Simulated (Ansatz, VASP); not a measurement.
## ScSi3: VASP beside Ansatz

Contents of INCAR:

```
PREC     = Accurate       # precision mode
ENCUT    = 520            # plane-wave cutoff, eV
EDIFF    = 1E-7           # SCF threshold, eV
ISMEAR   = 0              # smearing method
SIGMA    = 0.05           # smearing width, eV
LREAL    = F              # projectors in reciprocal space
LASPH    = T              # aspherical terms in the spheres
NELM     = 60             # most SCF steps
ALGO     = Normal         # electronic algorithm
ISIF     = 2              # what is computed and relaxed
LWAVE    = F              # write WAVECAR
LCHARG   = T              # write CHGCAR
GGA      = CA             # functional
LELF     = T              # ELF
LVHAR    = T            
NBANDS   = 20             # bands
```

KPOINTS

```
regular mesh
0
Gamma
  8 8 8
```

POSCAR

```
ScSi3
1.0
    3.9655533451      0.0000000000      0.0000000000
    0.0000000000      3.9655533451      0.0000000000
    0.0000000000      0.0000000000      3.9655533451
Sc Si
1 3
Direct
    0.0000000000      0.0000000000      0.0000000000
    0.0000000000      0.5000000000      0.5000000000
    0.5000000000      0.5000000000      0.0000000000
    0.5000000000      0.0000000000      0.5000000000
```

Input for Ansatz:

```yaml
crystal:
  lattice:
    - [3.9655533451, 0.0, 0.0]
    - [0.0, 3.9655533451, 0.0]
    - [0.0, 0.0, 3.9655533451]
  atoms:
    - { symbol: Sc, position: [0.0, 0.0, 0.0] }
    - { symbol: Si, position: [0.0, 0.5, 0.5] }
    - { symbol: Si, position: [0.5, 0.5, 0.0] }
    - { symbol: Si, position: [0.5, 0.0, 0.5] }
basis:
  ecutwfc: 420
  ecutrho_ratio: 4
kpoints:
  mp_grid: { grid: [8, 8, 8] }
hamiltonian:
  xc: lda
scf:
  occupations: { method: gaussian, width: 0.05 }
output:
  forces: true
  stress: true
  eigenvalues: true
  populations: true
```

Alike in both runs: task single point; functional LDA; k mesh 8 × 8 × 8; occupations gaussian, width 0.05 eV; no spin polarisation.

|  | VASP | Ansatz |
| --- | --- | --- |
| version | VASP 6.6.1 | Ansatz 0.2.0 |
| potentials or method | VASP PAW LDA potentials, release 64 (Sc_sv, Si), cutoff 520 eV | scalar-relativistic, plane waves, PAW |
| valence electrons in the cell | 23 | 23 |

Ansatz gave:

- gap on the k mesh at the Fermi level (eV): none
- pressure (GPa): -5.3

Estimate VASP's values.

gap on the k mesh at the Fermi level (eV): none; pressure (GPa): -5.1.

LDA's correlation is that of Perdew and Zunger in VASP and of Perdew and Wang (1992) in Ansatz. A gap of «none» marks a metal or a gap that the smearing closes.
